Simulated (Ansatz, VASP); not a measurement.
**One calculation of MnS, two programs**

File INCAR:

```
SYSTEM = MnS
PREC = Accurate
ENCUT = 600
EDIFF = 1E-7
ISMEAR = -1
SIGMA = 0.05
LREAL = .False.
LASPH = .True.
NELM = 150
ALGO = Normal
ISIF = 3
LWAVE = .False.
LCHARG = .False.
ISPIN = 2
MAGMOM = 4 0
LORBIT = 11
LMAXMIX = 4
GGA = RP
IVDW = 12
IBRION = 2
NSW = 80
EDIFFG = -0.02
```

KPOINTS

```
Automatic mesh
0
Gamma
  9 9 9
  0 0 0
```

The input POSCAR:

```
MnS
1.0
    0.0000000000      2.6045000000      2.6045000000
    2.6045000000      0.0000000000      2.6045000000
    2.6045000000      2.6045000000      0.0000000000
Mn S
1 1
Direct
    0.0000000000      0.0000000000      0.0000000000
    0.5000000000      0.5000000000      0.5000000000
```

Contents of input.yaml:

```yaml
crystal:
  lattice:
    - [0.0, 2.6045, 2.6045]
    - [2.6045, 0.0, 2.6045]
    - [2.6045, 2.6045, 0.0]
  atoms:
    - { symbol: Mn, position: [0.0, 0.0, 0.0], spin: 4.0 }
    - { symbol: S, position: [0.5, 0.5, 0.5] }
kpoints:
  mp_grid: { grid: [9, 9, 9] }
scf:
  occupations: { method: fermi_dirac, width: 0.05 }
hamiltonian:
  xc: rpbe
  dispersion: d3bj
  pseudopotentials: { kind: all_electron, lapw: { basis_error: 0.001 } }
magnetization:
  spin_polarized: true
output:
  forces: true
  stress: true
relax:
  f_tol: 0.02
  max_steps: 60
  cell: {}
```

Alike in both runs: task relaxation of cell and atoms; functional RPBE; dispersion D3(BJ); k mesh 9 × 9 × 9; occupations fermi-dirac, width 0.05 eV; collinear spin.

```csv
,VASP,Ansatz
version,VASP 6.6.1,Ansatz 0.2.0
potentials or method,"VASP PAW PBE potentials, release 64 (Mn_pv, S), cutoff 600 eV","all-electron LAPW, scalar-relativistic"
```

```tsv
	VASP	Ansatz	Ansatz less VASP
net moment per atom (μB)	1.87	2.21	+0.344
size of the moment on the site where the two differ most (μB)	3.49	4.16	+0.673
relaxed volume (Å³/atom)	13.39	15.79	+2.400
relaxed length of the cell vector where the two differ most in proportion (Å)	3.358	3.548	+0.1897
```

The net moments are unlike, so the other rows may belong to different states. VASP's potentials were made for PBE, not for RPBE. Site moments also hang on the region over which each program counts them. Ansatz ran all-electron here, and VASP with PAW potentials.

Noted on VASP's run: the volume moved by over 15 % at a fixed basis, so the end points are rough.
